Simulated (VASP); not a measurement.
# MoS2 in VASP: settings compared

Aim: see how the results for MoS2 move with the level of theory and the settings. Levels: PBE+D3(BJ), RPBE+D3(BJ). Tasks: single point.

Program: VASP 6.6.1. These are calculated values, not measurements. Logs are shortened: lines on timing, memory, paths and dates and some standing lists are left out, and cuts for length are marked.

## (1) The cell of the first run

The cell holds a slab with vacuum, 6 atoms: a = 3.142 Å, b = 3.142 Å, c = 21.378 Å, α = 90.00°, β = 90.00°, γ = 120.00°.

## (2) Single point, PBE+D3(BJ)

The input, INCAR:

```
ALGO = Normal ; EDIFF = 1E-7
ENCUT = 520 ; GGA = PE
ISIF = 2 ; ISMEAR = -1
IVDW = 12 ; LASPH = True
LCHARG = False ; LREAL = False
LWAVE = False ; NBANDS = 35
NELM = 80 ; PREC = Accurate
SIGMA = 0.05
```

The input, KPOINTS:

```
k-points
0
Gamma
  10 10 2
```

The input, POSCAR:

```
MoS2
1.0
    3.1415018360      0.0000000000      0.0000000000
   -1.5707509180      2.7206203960      0.0000000000
    0.0000000000      0.0000000000     21.3776537535
Mo S
2 4
Direct
    0.3333333333      0.6666666667      0.8511602300
    0.6666666667      0.3333333333      0.1488397700
    0.6666666667      0.3333333333      0.7796253900
    0.3333333333      0.6666666667      0.0772510000
    0.6666666667      0.3333333333      0.9227490000
    0.3333333333      0.6666666667      0.2203746100
```

Potentials or basis: VASP PAW PBE potentials, release 64 (Mo_sv, S).

Launch:

```console
cat potpaw_PBE.64/Mo_sv/POTCAR potpaw_PBE.64/S/POTCAR > POTCAR
mpirun -np 1 vasp_std > vasp.out
```

OUTCAR:

```text
EDIFF = 1E-7
   ENCUT = 520
   GGA = PE
   ISIF = 2
   ISMEAR = -1
   IVDW = 12
   LASPH = True
   LREAL = False
   NELM = 80
   PREC = Accurate
 IVDW          = 12

 ion  position               nearest neighbor table
   1  0.333  0.667  0.851-   3 2.37   3 2.37   3 2.37   5 2.37   5 2.37   5 2.37
   2  0.667  0.333  0.149-   6 2.37   6 2.37   6 2.37   4 2.37   4 2.37   4 2.37
   3  0.667  0.333  0.780-   1 2.37   1 2.37   1 2.37
   4  0.333  0.667  0.077-   2 2.37   2 2.37   2 2.37
   5  0.667  0.333  0.923-   1 2.37   1 2.37   1 2.37
   6  0.333  0.667  0.220-   2 2.37   2 2.37   2 2.37

  LATTYP: Found a hexagonal cell.
 ALAT       =     3.1415018360
 C/A-ratio  =     6.8049152506

  Lattice vectors:

 A1 = (   3.1415018360,   0.0000000000,   0.0000000000)
 A2 = (  -1.5707509180,   2.7206203960,   0.0000000000)
 A3 = (   0.0000000000,   0.0000000000,  21.3776537535)

Analysis of symmetry for initial positions (statically):
=====================================================================
 Subroutine PRICEL returns:
 Original cell was already a primitive cell.

 Routine SETGRP: Setting up the symmetry group for a
 hexagonal supercell.

 Subroutine GETGRP returns: Found 12 space group operations
 (whereof 12 operations were pure point group operations)
 out of a pool of 24 trial point group operations.

The static configuration has the point symmetry D_3d.

Analysis of symmetry for dynamics (positions and initial velocities):
=====================================================================
 Subroutine PRICEL returns:
 Original cell was already a primitive cell.

 Routine SETGRP: Setting up the symmetry group for a
 hexagonal supercell.

 Subroutine GETGRP returns: Found 12 space group operations
 (whereof 12 operations were pure point group operations)
 out of a pool of 24 trial point group operations.

The dynamic configuration has the point symmetry D_3d.

 Subroutine INISYM returns: Found 12 space group operations
 (whereof 12 operations are pure point group operations),
 and found     1 'primitive' translations

----------------------------------------------------------------------------------------

                                     Primitive cell

  volume of cell :     182.7113

  direct lattice vectors                    reciprocal lattice vectors
     3.141501836  0.000000000  0.000000000     0.318319088  0.183781611  0.000000000
    -1.570750918  2.720620396  0.000000000     0.000000000  0.367563223  0.000000000
     0.000000000  0.000000000 21.377653753     0.000000000  0.000000000  0.046777818

  length of vectors
     3.141501836  3.141501836 21.377653753     0.367563223  0.367563223  0.046777818

  position of ions in fractional coordinates (direct lattice)
     0.333333333  0.666666667  0.851160230
     0.666666667  0.333333333  0.148839770
     0.666666667  0.333333333  0.779625390
     0.333333333  0.666666667  0.077251000
     0.666666667  0.333333333  0.922749000
     0.333333333  0.666666667  0.220374610

  ion indices of the primitive-cell ions
   primitive index   ion index
                 1           1
                 2           2
                 3           3
                 4           4
                 5           5
                 6           6

----------------------------------------------------------------------------------------

 KPOINTS: k-points

Automatic generation of k-mesh.
 Grid dimensions read from file:
 generate k-points for:   10   10    2

 Generating k-lattice:

  Cartesian coordinates                     Fractional coordinates (reciprocal lattice)
     0.031831909  0.018378161  0.000000000     0.100000000  0.000000000  0.000000000
     0.000000000  0.036756322  0.000000000     0.000000000  0.100000000  0.000000000
     0.000000000  0.000000000  0.023388909     0.000000000  0.000000000  0.500000000

  Length of vectors
     0.036756322  0.036756322  0.023388909

  Shift w.r.t. Gamma in fractional coordinates (k-lattice)
     0.000000000  0.000000000  0.000000000

 Subroutine IBZKPT returns following result:
 ===========================================

 Found     28 irreducible k-points:

 Following reciprocal coordinates:
            Coordinates               Weight
  0.000000  0.000000  0.000000      1.000000
  0.100000  0.000000  0.000000      6.000000
  0.200000  0.000000  0.000000      6.000000
  0.300000 -0.000000  0.000000      6.000000
  0.400000  0.000000  0.000000      6.000000
  0.500000  0.000000  0.000000      3.000000
[... 16 lines left out ...]
  0.300000  0.100000  0.500000     12.000000
  0.400000  0.100000  0.500000     12.000000
 [... further k-points ...]
   k-points           NKPTS =     28   k-points in BZ     NKDIM =     28   number of bands    NBANDS=     35
   number of dos      NEDOS =    301   number of ions     NIONS =      6
   total plane-waves  NPLWV =  92160
   dimension x,y,z NGX =    24 NGY =   24 NGZ =  160
   dimension x,y,z NGXF=    48 NGYF=   48 NGZF=  320
   ions per type =               2   4
   NGX,Y,Z   is equivalent  to a cutoff of  12.70, 12.70, 12.44 a.u.
   NGXF,Y,Z  is equivalent  to a cutoff of  25.40, 25.40, 24.89 a.u.
 SYSTEM =  unknown system
   PREC   = accura    normal or accurate (medium, high low for compatibility)
   ISTART =      0    job   : 0-new  1-cont  2-samecut
   ICHARG =      2    charge: 1-file 2-atom 10-const
   ISPIN  =      1    spin polarized calculation?
   LNONCOLLINEAR =      F non collinear calculations
   LSORBIT =      F    spin-orbit coupling
   LASPH  =      T    aspherical Exc in radial PAW
   ENCUT  =  520.0 eV  38.22 Ry    6.18 a.u.   5.84  5.84 39.75*2*pi/ulx,y,z
   NELM   =     80;   NELMIN=  2; NELMDL= -5     # of ELM steps
   EDIFF  = 0.1E-06   stopping-criterion for ELM
   LREAL  =      F    real-space projection
   EDIFFG = 0.1E-05   stopping-criterion for IOM
   NSW    =      0    number of steps for IOM
   IBRION =     -1    ionic relax: 0-MD 1-quasi-New 2-CG
   NFREE  =      0    steps in history (QN), initial steepest desc. (CG)
   ISIF   =      2    stress and relaxation
   ISYM   =      2    0-nonsym 1-usesym 2-fastsym
   POTIM  = 0.5000    time-step for ionic-motion
   TEBEG  =    0.0;   TEEND  =   0.0 temperature during run
   PSTRESS=    0.0 pullay stress
   NELECT =      52.0000    total number of electrons
   NUPDOWN=      -1.0000    fix difference up-down
   EMIN   =  10.00;   EMAX   =-10.00  energy-range for DOS
   EFERMI =   0.00;   METHOD = LEGACY
   ISMEAR =    -1;   SIGMA  =   0.05  broadening in eV -4-tet -1-fermi 0-gaus
   EFERMI_NEDOS =   21; number of points for ismear=-14 and -15
   IALGO  =     38    algorithm
   IMIX   =      4    mixing-type and parameters
     AMIX     =   0.40;   BMIX     =  1.00
     AMIX_MAG =   1.60;   BMIX_MAG =  1.00
  volume/ion in A,a.u.               =      30.45       205.50
  Fermi-wavevector in a.u.,A,eV,Ry     =   1.076847  2.034947 15.777321  1.159600
  Thomas-Fermi vector in A             =   2.212743
   LORBIT       =      0    0 simple, 1 ext, 2 COOP (PROOUT), +10 PAW based schemes
   GGA     = PE    functional components
   LHFCALC =     F    Hartree Fock is set to
   AEXX    =    0.0000 exact exchange contribution
   IVDW    =    12    specifies the selected vdW correction
   LEPSILON=     F    determine dielectric tensor
   LRPA    =     F    only Hartree local field effects (RPA)
 non-spin polarized calculation
  energy-cutoff  :      520.00
  volume of cell :      182.71
 maximum number of plane-waves:      4958
 NGX is ok and might be reduce to    24
   NGX = 11   NGY = 11   NGZ = 79

 number of electron      51.9999998 magnetization

 Free energy of the ion-electron system (eV)
  ---------------------------------------------------
  ext. energy  EPLUGINS =         0.00000000
  ---------------------------------------------------
  free energy    TOTEN  =       -43.56936847 eV

  energy without entropy =      -43.56936841  energy(sigma->0) =      -43.56936844

 E-fermi :   2.6137     XC(G=0):  -6.7487

 val. band max:        1.9415421242   @ k =   0.0000   0.0000   0.0000
 cond. band min:       3.4019371200   @ k =   0.3000   0.3000   0.0000
 fundamental gap:      1.4603949958
 Fermi energy:         2.6136964234

 k-point     1 :       0.0000    0.0000    0.0000
  band No.  band energies     occupation
      1     -59.2560      2.00000
      2     -59.2560      2.00000
      3     -33.4389      2.00000
      4     -33.4388      2.00000
      5     -33.1929      2.00000
      6     -33.1929      2.00000
[... 27 lines left out ...]
     34       4.7904      0.00000
     35       6.9132      0.00000

 k-point     2 :       0.1000    0.0000    0.0000
  band No.  band energies     occupation
      1     -59.2517      2.00000
      2     -59.2517      2.00000
      3     -33.4303      2.00000
      4     -33.4303      2.00000
      5     -33.2357      2.00000
      6     -33.2357      2.00000
[... 27 lines left out ...]
     34       4.7179      0.00000
     35       7.1359      0.00000

 k-point     3 :       0.2000    0.0000    0.0000
  band No.  band energies     occupation
      1     -59.2403      2.00000
      2     -59.2403      2.00000
      3     -33.4080      2.00000
      4     -33.4079      2.00000
      5     -33.3464      2.00000
      6     -33.3464      2.00000
[... 27 lines left out ...]
     34       5.3016      0.00000
     35       7.7165      0.00000
[... 723 lines left out ...]
 k-point    23 :       0.3000    0.1000    0.5000
  band No.  band energies     occupation
      1     -59.2184      2.00000
      2     -59.2184      2.00000
      3     -33.5368      2.00000
      4     -33.5368      2.00000
      5     -33.3646      2.00000
      6     -33.3646      2.00000
[... 27 lines left out ...]
     34       6.2059      0.00000
     35       9.1438      0.00000

 k-point    24 :       0.4000    0.1000    0.5000
  band No.  band energies     occupation
      1     -59.2105      2.00000
      2     -59.2105      2.00000
      3     -33.6054      2.00000
      4     -33.6054      2.00000
      5     -33.3489      2.00000
      6     -33.3489      2.00000
[... 27 lines left out ...]
     34       6.1208      0.00000
     35       8.1445      0.00000

 [... further k-points ...]

------------------------ aborting loop because EDIFF is reached ----------------------------------------

 Edisp (eV)   -2.22083

 E8    (eV) :    -0.9264

  FORCE on cell =-STRESS in cart. coord.  units (eV):
  Direction    XX          YY          ZZ          XY          YZ          ZX
  --------------------------------------------------------------------------------------
  -------------------------------------------------------------------------------------
  Total       2.28286     2.28286     4.41285     0.00000     0.00000    -0.00000
  in kB      20.01814    20.01814    38.69581     0.00000     0.00000    -0.00000
  external pressure =       26.24 kB  Pullay stress =        0.00 kB

 VOLUME and BASIS-vectors are now :
 -----------------------------------------------------------------------------
  energy-cutoff  :      520.00
  volume of cell :      182.71
      direct lattice vectors                 reciprocal lattice vectors
     3.141501836  0.000000000  0.000000000     0.318319088  0.183781611  0.000000000
    -1.570750918  2.720620396  0.000000000     0.000000000  0.367563223  0.000000000
     0.000000000  0.000000000 21.377653753     0.000000000  0.000000000  0.046777818

 POSITION                                       TOTAL-FORCE (eV/Angst)
 -----------------------------------------------------------------------------------
     -0.00000      1.81375     18.19581        -0.000000      0.000000      0.062784
      1.57075      0.90687      3.18185        -0.000000      0.000000     -0.062784
      1.57075      0.90687     16.66656         0.000000      0.000000     -0.825356
     -0.00000      1.81375      1.65145         0.000000     -0.000000     -0.872638
      1.57075      0.90687     19.72621        -0.000000      0.000000      0.872638
     -0.00000      1.81375      4.71109        -0.000000     -0.000000      0.825356
 -----------------------------------------------------------------------------------
    total drift:                                0.000000     -0.000000      0.000000

  FREE ENERGIE OF THE ION-ELECTRON SYSTEM (eV)
  ---------------------------------------------------
  free  energy   TOTEN  =       -45.7901965463 eV

  energy  without entropy=      -45.7901964904  energy(sigma->0) =      -45.79019652
```

Wall time 9.1 min (1 thread of Intel Xeon 8259CL, shared host); peak memory 0.34 GiB.

What came out:

```yaml
Free_energy: -45.7902 eV
Largest_force: 0.873 eV/Å
Band_gap_on_the_k_mesh: 1.46 eV (least direct gap 2.00 eV)
Dispersion_energy_per_atom: -0.370 eV
```

Forces in eV/Å, atoms in the order of the input:
```
Mo   0.000  0.000  0.063
Mo   0.000  0.000 -0.063
S    0.000  0.000 -0.825
S    0.000  0.000 -0.873
S    0.000  0.000  0.873
S    0.000  0.000  0.825
```

Caveat: there is no dipole correction, which matters where the two faces differ.

## (3) Single point, RPBE+D3(BJ)

The input, INCAR:

```
SYSTEM = MoS2
  PREC = Accurate
  ENCUT = 520
  EDIFF = 1E-6
  ISMEAR = -1
  SIGMA = 0.05
  LREAL = .FALSE.
  LASPH = .TRUE.
  NELM = 60
  ALGO = Normal
  ISIF = 2
  LWAVE = .FALSE.
  LCHARG = .TRUE.
  GGA = RP
  IVDW = 12
  LELF = .TRUE.
  LVHAR = .TRUE.
  NBANDS = 35
```

The input, KPOINTS:

```
regular mesh
0
G
  10 10 2
  0 0 0
```

POSCAR is that of step 2.

Potentials or basis: VASP PAW PBE potentials, release 64 (Mo_sv, S).

Launch:

```console
cat potpaw_PBE.64/Mo_sv/POTCAR potpaw_PBE.64/S/POTCAR > POTCAR
mpirun -np 1 vasp_std > vasp.out
```

Run time: 8.8 min. Hardware: 1 thread of Intel Xeon 8259CL, shared host; peak memory 0.34 GiB.

The run converged. Its results:

| Item | Value |
| --- | --- |
| Free energy | -52.4388 eV |
| Largest force | 0.314 eV/Å |
| Band gap on the k mesh | 1.48 eV (least direct gap 2.00 eV) |
| Dispersion energy per atom | -1.902 eV |

Forces in eV/Å, atoms in the order of the input:
```
Mo   0.000  0.000  0.080
Mo   0.000  0.000 -0.080
S    0.000  0.000 -0.191
S    0.000  0.000 -0.314
S    0.000  0.000  0.314
S    0.000  0.000  0.191
```

Levels at points of the mesh, in eV from the valence-band top:
```
           k point  band 22  band 23  band 24  band 25  band 26  band 27  band 28  band 29  band 30  band 31
(0.00, 0.00, 0.00)    -1.99    -1.99    -1.77    -0.53     0.00     2.49     2.49     2.50     2.50     2.80
(0.50, 0.00, 0.00)    -2.26    -1.43    -1.37    -1.07    -1.03     1.97     1.98     2.49     2.58     3.54
(0.00, 0.00, 0.50)    -1.99    -1.99    -1.77    -0.53     0.00     2.49     2.49     2.50     2.50     2.80
(0.50, 0.00, 0.50)    -2.26    -1.43    -1.37    -1.07    -1.03     1.97     1.98     2.49     2.58     3.54
```

Caveat: the dispersion term is far too large for a dense solid, which distorts pressure and volume; there is no dipole correction, which matters where the two faces differ; the PAW data sets were made with another functional, which shifts forces and pressure a little.

(Part 1 of 2 ends here.)
